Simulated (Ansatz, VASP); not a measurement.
SnS in VASP and in Ansatz

```
Sn S
1.0
    11.09503    0.00000    0.00000
     0.00000    3.98466    0.00000
     0.00000    0.00000    4.23337
Sn S
4 4
Direct
  0.11854 0.25000 0.11024
  0.38146 0.75000 0.61024
  0.61854 0.25000 0.38976
  0.88146 0.75000 0.88976
  0.85332 0.25000 0.47510
  0.64668 0.75000 0.97510
  0.35332 0.25000 0.02490
  0.14668 0.75000 0.52490
```

Alike in both runs: functional PBEsol; k mesh 4 × 8 × 6; occupations gaussian, width 0.02 eV; no spin polarisation.

Ansatz relaxed the structure, and its values are those at the end. VASP's run is a single point on that final structure, the one shown.

|  | VASP | Ansatz |
| --- | --- | --- |
| version | VASP 6.6.1 | Ansatz 0.2.0 |
| potentials or method | VASP PAW PBE potentials, release 64 (Sn_d, S), cutoff 500 eV | scalar-relativistic, plane waves, PAW |
| valence electrons in the cell | 80 | 80 |

```tsv
	VASP	Ansatz	Ansatz less VASP
gap on the k mesh at the Fermi level (eV)	0.74	0.74	+0.006
least direct gap on the mesh (eV)	1.08	1.09	+0.008
pressure (GPa)	0.0	0.0	+0.01
rms of the force components (eV/Å)	0.005	0.001	-0.0048
```

VASP's potentials were made for PBE, not for PBEsol.
